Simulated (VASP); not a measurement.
## Al2Cu: single point with r2SCAN

The system is Al2Cu.

```
Al Cu
1.0
     2.82407    2.82407    0.00000
    -2.82407    2.82407    0.00000
     0.00000    0.00000    6.07820
Al Cu
4 2
Direct
  0.50000 0.00000 0.25000
  0.00000 0.50000 0.25000
  0.00000 0.50000 0.75000
  0.50000 0.00000 0.75000
  0.00000 0.00000 0.50000
  0.50000 0.50000 0.00000
```

This cell differs from its parent crystal: uniaxial strain along c: +6.0 %.

```
Program             : VASP 6.6.1
Task                : single point
Functional          : r2SCAN
Potentials or basis : VASP PAW PBE potentials, release 64 (Al, Cu)
Cutoff              : 520 eV
k mesh              : 10 × 10 × 6
Occupations         : gaussian, width 0.1 eV
Spin                : no spin polarisation
```

| Property | Result |
| --- | --- |
| Pressure | -2.6 GPa |
| Band gap on the k mesh | zero (bands 17 and 18 overlap by 4.68 eV) |

Stress tensor (GPa, compression positive):
```
-0.53  0.00  0.00
 0.00 -0.53  0.00
 0.00  0.00 -6.82
```

Levels at points of the mesh, in eV from the Fermi level:
| k point | band 14 | band 15 | band 16 | band 17 | band 18 | band 19 | band 20 | band 21 |
| --- | --- | --- | --- | --- | --- | --- | --- | --- |
| (0.00, 0.00, 0.00) | -1.76 | -1.76 | 1.07 | 2.05 | 2.58 | 2.75 | 2.75 | 3.23 |
| (0.50, 0.00, 0.00) | -3.07 | -3.02 | -3.02 | 0.73 | 0.73 | 3.21 | 3.21 | 4.42 |
| (0.50, 0.50, 0.00) | -3.73 | -2.53 | -2.53 | -1.98 | -1.98 | 0.16 | 0.16 | 1.64 |
| (0.00, 0.00, 0.50) | -1.21 | -0.37 | -0.37 | -0.37 | -0.37 | 1.74 | 1.74 | 2.84 |
| (0.50, 0.00, 0.50) | -3.95 | 0.22 | 0.22 | 0.95 | 0.95 | 2.56 | 2.56 | 3.25 |
| (0.50, 0.50, 0.50) | -3.63 | -3.63 | -3.63 | -2.63 | -2.63 | 3.83 | 3.83 | 3.83 |

Wall time 8.4 min on 1 thread of Intel(R) Xeon(R) Platinum 8488C (Sapphire Rapids), on a shared host, peak memory 0.32 GiB.

Caveat: the cell differs from its parent crystal (uniaxial strain along c: +6.0 %); the PAW data sets were made with another functional, which shifts forces and pressure a little.
